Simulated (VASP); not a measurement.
# K7Ta7NbO24 (a cell with a defect) in VASP: single point with r2SCAN

Aim: the single point of K7Ta7NbO24 (a cell with a defect) with r2SCAN.

All numbers are computed with VASP 6.6.1; they aren't measurements. Logs are shortened: lines on timing, memory, paths and dates and some standing lists are left out, and cuts for length are marked.

## (1) The cell of the first run

The cell holds a defect, 39 atoms: a = 7.971 Å, b = 7.971 Å, c = 7.971 Å, α = 90.00°, β = 90.00°, γ = 90.00°.

## (2) Single point, r2SCAN, collinear spin

POSCAR reads:

```
K7Ta7NbO24
1.0
    7.9708780000      0.0000000000      0.0000000000
    0.0000000000      7.9708780000      0.0000000000
    0.0000000000      0.0000000000      7.9708780000
K Nb Ta O
7 1 7 24
Direct
    0.9995460000      0.9993730000      0.4989520000
    0.9995350000      0.4989940000      0.9993540000
    0.9996830000      0.4988520000      0.4988820000
    0.4991270000      0.9993720000      0.9993460000
    0.4990300000      0.9995190000      0.4988100000
    0.4990340000      0.4988550000      0.9994890000
    0.4989260000      0.4987880000      0.4987560000
    0.2422320000      0.2422490000      0.2421080000
    0.2482290000      0.2481640000      0.7465000000
    0.2480620000      0.7466490000      0.2479550000
    0.2475920000      0.7512310000      0.7509990000
    0.7466320000      0.2480930000      0.2480240000
    0.7512880000      0.2475360000      0.7510950000
    0.7511000000      0.7511590000      0.2474220000
    0.7514230000      0.7513920000      0.7512490000
    0.2535240000      0.2530310000      0.0007610000
    0.2509260000      0.2505600000      0.5012410000
    0.2520360000      0.7486230000      0.0001970000
    0.2500600000      0.7506010000      0.5003610000
    0.7489350000      0.2517490000      0.0002020000
    0.7509560000      0.2496780000      0.5003730000
    0.7477020000      0.7473640000      0.9995850000
    0.7501260000      0.7498180000      0.4997030000
    0.0009740000      0.2530820000      0.2532570000
    0.0004260000      0.2516800000      0.7486850000
    0.0004030000      0.7486190000      0.2518490000
    0.9997910000      0.7473650000      0.7474610000
    0.5015120000      0.2505570000      0.2506910000
    0.5006010000      0.2496800000      0.7506970000
    0.5005820000      0.7506180000      0.2498310000
    0.4999140000      0.7497560000      0.7499340000
    0.2534770000      0.0007110000      0.2532360000
    0.2521140000      0.0001140000      0.7487810000
    0.2509430000      0.5010930000      0.2506830000
    0.2500830000      0.5002410000      0.7507440000
    0.7490280000      0.0001280000      0.2518810000
    0.7476940000      0.9994880000      0.7475000000
    0.7509760000      0.5002610000      0.2498930000
    0.7502160000      0.4995680000      0.7499530000
```

INCAR.step1 reads:

```
PREC = Accurate
ENCUT = 520
ISMEAR = -1
SIGMA = 0.05
LREAL = Auto
LASPH = T
NELM = 150
ISPIN = 2
MAGMOM = 0 0 0 0 0 0 0 0.286 0 0 0 0 0 0 0 0.286 0.286 0 0 0 0 0 0 0.286 0 0 0 0.286 0 0 0 0.286 0 0.286 0 0 0 0 0
LMAXMIX = 4
NBANDS = 178
NELECT = 296.0
ISYM = 0
GGA = PE
ALGO = Normal
EDIFF = 1E-4
LWAVE = T
LCHARG = F
NCORE = 4
```

INCAR.step2 reads:

```
PREC = Accurate
ENCUT = 520
EDIFF = 1E-6
ISMEAR = -1
SIGMA = 0.05
LREAL = Auto
LASPH = T
NELM = 150
ALGO = Normal
ISIF = 2
LWAVE = F
LCHARG = F
ISPIN = 2
MAGMOM = 0 0 0 0 0 0 0 0.286 0 0 0 0 0 0 0 0.286 0.286 0 0 0 0 0 0 0.286 0 0 0 0.286 0 0 0 0.286 0 0.286 0 0 0 0 0
LORBIT = 11
LMAXMIX = 4
METAGGA = R2SCAN
LMIXTAU = T
NBANDS = 178
NELECT = 296.0
ISYM = 0
ISTART = 1
NCORE = 4
```

KPOINTS reads:

```
Automatic mesh
0
Gamma
  1 1 1
  0.25 0.25 0.25
```

Potentials or basis: VASP PAW PBE potentials, release 64 (K_sv, Nb_sv, Ta_pv, O).

Run with:

```
$ cat potpaw_PBE.64/K_sv/POTCAR potpaw_PBE.64/Nb_sv/POTCAR potpaw_PBE.64/Ta_pv/POTCAR potpaw_PBE.64/O/POTCAR > POTCAR
$ cp INCAR.step1 INCAR
$ mpirun -np 4 vasp_std > vasp.out
$ cp INCAR.step2 INCAR
$ mpirun -np 4 vasp_std > vasp.out
```

OUTCAR:

```text
PREC = Accurate
   ENCUT = 520
   EDIFF = 1E-6
   ISMEAR = -1
   LREAL = Auto
   LASPH = T
   NELM = 150
   ISIF = 2
   ISPIN = 2
   LORBIT = 11
   METAGGA = R2SCAN
   NELECT = 296.0
   ISYM = 0
   ISTART = 1

 ion  position               nearest neighbor table
   1  1.000  0.999  0.499-  36 2.80  26 2.81  21 2.81  23 2.81  19 2.81  24 2.82  32 2.82  37 2.82
                            27 2.82  25 2.83  33 2.83  17 2.83   8 3.42   9 3.43  14 3.44  11 3.44
   2  1.000  0.499  0.999-  20 2.81  25 2.81  39 2.81  38 2.81  35 2.81  24 2.82  16 2.82  22 2.82
                            27 2.82  26 2.83  18 2.83  34 2.83   8 3.42  10 3.43  13 3.44  15 3.45
   3  1.000  0.499  0.499-  24 2.77  26 2.80  25 2.80  27 2.80  38 2.81  21 2.81  34 2.82  17 2.82
                            23 2.82  39 2.82  19 2.83  35 2.83   9 3.44  10 3.44  13 3.46  14 3.46
   4  0.499  0.999  0.999-  33 2.80  18 2.81  29 2.81  31 2.81  30 2.81  16 2.81  32 2.82  37 2.82
                            22 2.82  20 2.83  36 2.83  28 2.83   8 3.42  12 3.43  11 3.44  14 3.44
   5  0.499  1.000  0.499-  32 2.77  33 2.80  36 2.80  37 2.80  30 2.81  19 2.81  17 2.81  28 2.81
                            23 2.82  31 2.82  29 2.83  21 2.83  12 3.44   9 3.44  14 3.46  11 3.46
   6  0.499  0.499  0.999-  16 2.77  18 2.80  20 2.80  22 2.80  35 2.81  29 2.81  34 2.81  28 2.82
                            31 2.82  39 2.82  30 2.83  38 2.83  12 3.44  10 3.44  13 3.46  11 3.46
   7  0.499  0.499  0.499-  34 2.80  17 2.80  28 2.80  19 2.82  30 2.82  35 2.82  38 2.82  29 2.82
                            21 2.82  31 2.83  23 2.83  39 2.83   9 3.45  12 3.45  10 3.45  14 3.48
   8  0.242  0.242  0.242-  24 1.93  16 1.93  32 1.93  34 2.07  17 2.07  28 2.07   2 3.42   1 3.42
                             4 3.42
   9  0.248  0.248  0.746-  17 1.96  25 1.98  33 1.98  35 2.01  29 2.01  16 2.03   1 3.43   3 3.44
[... 23 lines left out ...]
  26  0.000  0.749  0.252-  10 1.97  14 1.99   3 2.80   1 2.81   2 2.83
  27  1.000  0.747  0.747-  11 1.98  15 1.98   3 2.80   2 2.82   1 2.82
  28  0.502  0.251  0.251-  12 1.95   8 2.07   7 2.80   5 2.81   6 2.82   4 2.83
  29  0.501  0.250  0.751-  13 2.00   9 2.01   6 2.81   4 2.81   7 2.82   5 2.83
  30  0.501  0.751  0.250-  14 2.00  10 2.01   5 2.81   4 2.81   7 2.82   6 2.83
  31  0.500  0.750  0.750-  15 2.00  11 2.01   4 2.81   6 2.82   5 2.82   7 2.83
  32  0.253  0.001  0.253-   8 1.93  10 2.03   5 2.77   4 2.82   1 2.82
  33  0.252  0.000  0.749-   9 1.98  11 1.98   5 2.80   4 2.80   1 2.83
  34  0.251  0.501  0.251-  10 1.96   8 2.07   7 2.80   6 2.81   3 2.82   2 2.83
  35  0.250  0.500  0.751-  11 2.00   9 2.01   6 2.81   2 2.81   7 2.82   3 2.83
  36  0.749  0.000  0.252-  12 1.98  14 1.98   5 2.80   1 2.80   4 2.83
  37  0.748  0.999  0.748-  13 1.98  15 1.98   5 2.80   1 2.82   4 2.82
  38  0.751  0.500  0.250-  14 2.00  12 2.01   3 2.81   2 2.81   7 2.82   6 2.83
  39  0.750  0.500  0.750-  15 2.01  13 2.01   2 2.81   3 2.82   6 2.82   7 2.83

IMPORTANT INFORMATION: All symmetrisations will be switched off!
NOSYMM: (Re-)initialisation of all symmetry stuff for point group C_1.

----------------------------------------------------------------------------------------

[... 200 lines left out ...]

 k-point     1 :       0.2500    0.2500    0.2500
  band No.  band energies     occupation
      1     -55.3122      1.00000
      2     -34.0614      1.00000
      3     -34.0612      1.00000
      4     -34.0499      1.00000
      5     -34.0496      1.00000
      6     -34.0474      1.00000
[... 641 lines left out ...]
    159       6.4740      0.00000
    160       6.4800      0.00000
 Fermi energy:         1.1505604074

 spin component 2

 k-point     1 :       0.2500    0.2500    0.2500
  band No.  band energies     occupation
      1     -55.3437      1.00000
      2     -34.0870      1.00000
      3     -34.0869      1.00000
      4     -34.0756      1.00000
      5     -34.0750      1.00000
      6     -34.0726      1.00000
[... 641 lines left out ...]
    159       6.5099      0.00000
    160       6.5145      0.00000
 [bands above 160 left out]

------------------------ aborting loop because EDIFF is reached ----------------------------------------

  FORCE on cell =-STRESS in cart. coord.  units (eV):
  Direction    XX          YY          ZZ          XY          YZ          ZX
  --------------------------------------------------------------------------------------
  -------------------------------------------------------------------------------------
  Total       -4.5578982     -4.6040974     -4.5655021     -0.0233218     -0.0256436     -0.0261815
  in kB      -14.4197162    -14.5658756    -14.4437726     -0.0737827     -0.0811281     -0.0828297
  external PRESSURE =     -14.4764548 kB  Pullay stress =       0.0000000 kB

 VOLUME and BASIS-vectors are now :
 -----------------------------------------------------------------------------
  energy-cutoff  :      520.00
  volume of cell :      506.43
      direct lattice vectors                 reciprocal lattice vectors
     7.970878000  0.000000000  0.000000000     0.125456694  0.000000000  0.000000000
     0.000000000  7.970878000  0.000000000     0.000000000  0.125456694  0.000000000
     0.000000000  0.000000000  7.970878000     0.000000000  0.000000000  0.125456694

 POSITION                                       TOTAL-FORCE (eV/Angst)
 -----------------------------------------------------------------------------------
      7.96726      7.96588      3.97709         0.007636      0.004270      0.003723
      7.96717      3.97742      7.96573         0.008194      0.001858      0.006666
      7.96835      3.97629      3.97653         0.007842      0.005192      0.002362
      3.97848      7.96587      7.96567         0.001140      0.008442      0.008553
      3.97771      7.96704      3.97595         0.004565      0.007881      0.008102
      3.97774      3.97631      7.96680         0.004802      0.006583      0.007721
[... 31 lines left out ...]
      5.98594      3.98752      1.99187        -0.018533     -0.009809     -0.005559
      5.97988      3.98200      5.97778        -0.011349      0.002716     -0.008959
 -----------------------------------------------------------------------------------
    total drift:                               -0.004361      0.020420      0.014775

  FREE ENERGIE OF THE ION-ELECTRON SYSTEM (eV)
  ---------------------------------------------------
  free  energy   TOTEN  =      -663.2783126754 eV

  energy  without entropy=     -663.1080365768  energy(sigma->0) =     -663.19317463

 total charge

# of ion       s       p       d       tot
------------------------------------------
    1        1.962   5.700   0.043   7.705
    2        1.962   5.700   0.043   7.705
    3        1.963   5.701   0.044   7.707
    4        1.962   5.700   0.043   7.705
    5        1.963   5.701   0.044   7.707
    6        1.963   5.701   0.044   7.707
[... 31 lines left out ...]
   38        1.570   3.518   0.000   5.088
   39        1.570   3.515   0.000   5.085
--------------------------------------------------
tot         56.176 174.914  16.232 247.322

 magnetization (x)

# of ion       s       p       d       tot
------------------------------------------
    1       -0.000  -0.001  -0.001  -0.002
    2       -0.000  -0.001  -0.001  -0.002
    3       -0.000  -0.001  -0.001  -0.002
    4       -0.000  -0.001  -0.001  -0.002
    5       -0.000  -0.001  -0.001  -0.002
    6       -0.000  -0.001  -0.001  -0.002
[... 31 lines left out ...]
   38        0.002   0.084   0.000   0.085
   39        0.002   0.091   0.000   0.093
--------------------------------------------------
tot          0.023   1.944  -0.267   1.700
```

Wall time 45 min (4 MPI ranks of Intel Xeon Platinum 8375C at 2.90GHz (Ice Lake), shared host); peak memory 0.36 GiB.

What came out:

```yaml
Free_energy: -663.2783 eV
Largest_force: 0.148 eV/Å
Net_moment: 1.96 μB per cell
Site_moments: K -0.00; Nb -0.04; Ta -0.04; O +0.07, +0.09, +0.08 (each value once) μB
Valence_electrons_inside_the_program's_atomic_spheres: K 7.71, 7.70 (each value once); Nb 10.26; Ta 8.72, 8.71 (each value once); O 5.09, 5.08 (each value once)
```

Forces on the atoms (eV/Å):
```
K    0.008  0.004  0.004
K    0.008  0.002  0.007
K    0.008  0.005  0.002
K    0.001  0.008  0.009
K    0.005  0.008  0.008
K    0.005  0.007  0.008
K    0.005  0.006  0.007
Nb   0.027  0.022  0.025
Ta  -0.038 -0.047  0.069
Ta  -0.039  0.061 -0.042
Ta   0.004  0.096  0.108
Ta   0.073 -0.044 -0.038
Ta   0.103 -0.002  0.100
Ta   0.112  0.097  0.003
Ta   0.002 -0.009  0.001
O   -0.031 -0.023  0.013
O   -0.024 -0.021 -0.037
O    0.011 -0.028 -0.010
O   -0.005 -0.013 -0.014
O   -0.028  0.011 -0.011
O   -0.017  0.001 -0.013
O   -0.005 -0.002  0.008
O   -0.009 -0.005  0.001
O    0.017 -0.023 -0.029
O   -0.008  0.013 -0.027
O   -0.009 -0.028  0.012
O    0.012 -0.002 -0.004
O   -0.043 -0.019 -0.022
O   -0.013  0.001 -0.016
O   -0.015 -0.014 -0.004
O    0.000 -0.002 -0.008
O   -0.028  0.004 -0.026
O    0.008 -0.012 -0.033
O   -0.026 -0.027 -0.024
O   -0.006 -0.009 -0.016
O   -0.034 -0.015  0.008
O   -0.003  0.007 -0.003
O   -0.019 -0.010 -0.006
O   -0.011  0.003 -0.009
```

Levels at points of the mesh, in eV from the Fermi level:
Spin up:
```csv
k point,band 147,band 148,band 149,band 150,band 151,band 152
"(0.25, 0.25, 0.25)",-0.29,-0.29,-0.23,3.48,3.50,3.50
```
Spin down:
```tsv
k point	band 146	band 147	band 148	band 149	band 150	band 151
(0.25, 0.25, 0.25)	-0.07	-0.01	-0.01	0.04	3.47	3.49
```

Caveat: the k points lie up to 0.39 Å⁻¹ apart; the cell carries a net charge on a neutralising background, which shifts energy and pressure; the cell is charged against a uniform background, so pressure and absolute levels hang on convention; a moment this small can come from the mesh or the smearing; the PAW data sets were made with another functional, which shifts forces and pressure a little; spin-orbit coupling is left out, which moves the levels of the heavy elements.
